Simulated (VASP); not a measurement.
Set up this calculation in VASP 6.6.1, as the native input.

* Task: relaxation of cell and atoms
* Functional: PBEsol
* Potentials or basis: VASP PAW PBE potentials, release 64 (In_d)
* Cutoff: 600 eV
* k mesh: 9 × 9 × 5
* Occupations: fermi-dirac, width 0.05 eV
* Spin: no spin polarisation
* Target pressure: 2 GPa
* Dipole correction: no
* Further INCAR settings: ALGO = Fast; EDIFF = 1e-07; IBRION = 2; EDIFFG = -0.01; NSW = 60; ISIF = 3

The structure of In lies in POSCAR:

```
In
1.0
    3.3354847820      0.0000000000      0.0000000000
   -1.6677423910      2.8886145552      0.0000000000
    0.0000000000      0.0000000000      5.5091429200
In
2
Direct
    0.6666666667      0.3333333333      0.7500000000
    0.3333333333      0.6666666667      0.2500000000
```

One way to write it, as run:

INCAR

```
SYSTEM = In
PREC = Accurate
ENCUT = 600
EDIFF = 1E-7
ISMEAR = -1
SIGMA = 0.05
LREAL = .False.
LASPH = .True.
NELM = 100
ALGO = Fast
ISIF = 3
LWAVE = .False.
LCHARG = .False.
GGA = PS
IBRION = 2
NSW = 60
EDIFFG = -0.01
PSTRESS = 20.0
```

KPOINTS

```
Automatic mesh
0
Gamma
  9 9 5
  0 0 0
```

Potentials or basis: VASP PAW PBE potentials, release 64 (In_d).

Launch:

```console
$ cat potpaw_PBE.64/In_d/POTCAR > POTCAR
$ mpirun -np 1 vasp_std > vasp.out
```

Results of the run:

```json
{
  "Relaxed volume": "24.62 Å³/atom",
  "Relaxed cell": "a = 3.269 Å, b = 3.269 Å, c = 5.322 Å, α = 90.00°, β = 90.00°, γ = 120.00°",
  "Space group after relaxing (to 0.05 Å)": "P6_3/mmc (No. 194)",
  "Energy change on relaxing (the enthalpy is what falls)": "+1.3 meV/atom",
  "Ionic steps": "8",
  "Pressure after relaxing": "2.0 GPa",
  "Band gap on the k mesh": "zero (band 13 reaches 10.52 eV, above the bottom of band 14 at 6.05 eV)"
}
```

Caveat: the cell is relaxed towards a set pressure, so the enthalpy falls and the energy may rise; the PAW data sets were made with another functional, which shifts forces and pressure a little; spin-orbit coupling is left out, which moves the levels of the heavy elements.

It took 2.1 min on 1 thread of Intel(R) Xeon(R) 6975P-C (Granite Rapids), with other jobs on the host, peak memory 0.21 GiB.
